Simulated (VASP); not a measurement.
Set up this calculation in VASP 6.6.1, as the native input.

| Item | Value |
| --- | --- |
| Task | single point |
| Functional | PBE |
| Potentials or basis | VASP PAW PBE potentials, release 64 (Eu, O) |
| Cutoff | 600 eV |
| k mesh | 6 × 6 × 3 |
| Occupations | fermi-dirac, width 0.03 eV |
| Spin | no spin polarisation |
| Hubbard terms | Eu f U = 5.3 eV |
| Dipole correction | no |
| Further INCAR settings | ALGO = Normal; EDIFF = 1e-06; NBANDS = 31 |

The structure of EuO lies in POSCAR:

```
EuO
1.0
    0.0000000000      2.5719500000      2.5719500000
    2.5719500000      0.0000000000      2.5719500000
    5.1439000000      5.1439000000      0.0000000000
Eu O
2 2
Direct
    0.0000000000      0.0000000000      0.0000000000
    0.0000000000      0.0000000000      0.5000000000
    0.5000000000      0.5000000000      0.2500000000
    0.5000000000      0.5000000000      0.7500000000
```

The input as run:

INCAR

```
SYSTEM = EuO
ALGO = Normal
EDIFF = 1E-6
ENCUT = 600
GGA = PE
GGA_COMPAT = .False.
ISIF = 2
ISMEAR = -1
LASPH = .True.
LCHARG = .False.
LDAU = .True.
LDAUJ = 0 0
LDAUL = 3 -1
LDAUPRINT = 1
LDAUTYPE = 2
LDAUU = 5.3 0
LMAXMIX = 6
LREAL = .False.
LWAVE = .False.
NBANDS = 31
NELM = 200
PREC = Accurate
SIGMA = 0.03
```

KPOINTS

```
k-points
0
Gamma
  6 6 3
  0 0 0
```

Potentials or basis: VASP PAW PBE potentials, release 64 (Eu, O).

The run is started by

```sh
$ cat potpaw_PBE.64/Eu/POTCAR potpaw_PBE.64/O/POTCAR > POTCAR
$ mpirun -np 1 vasp_std > vasp.out
```

Results of the run:

```yaml
Pressure: -13.3 GPa
Band_gap_on_the_k_mesh: zero (bands 23 and 24 overlap by 0.44 eV)
```

Caveat: the cell stands under tension; spin-orbit coupling is left out, which moves the levels of the heavy elements; the run has no spin polarisation, though such a crystal can be magnetic; U without spin polarisation on a metal has little footing.

Run time: 16 min on 1 thread of Intel Xeon 8259CL, with other jobs on the host, peak memory 0.25 GiB.
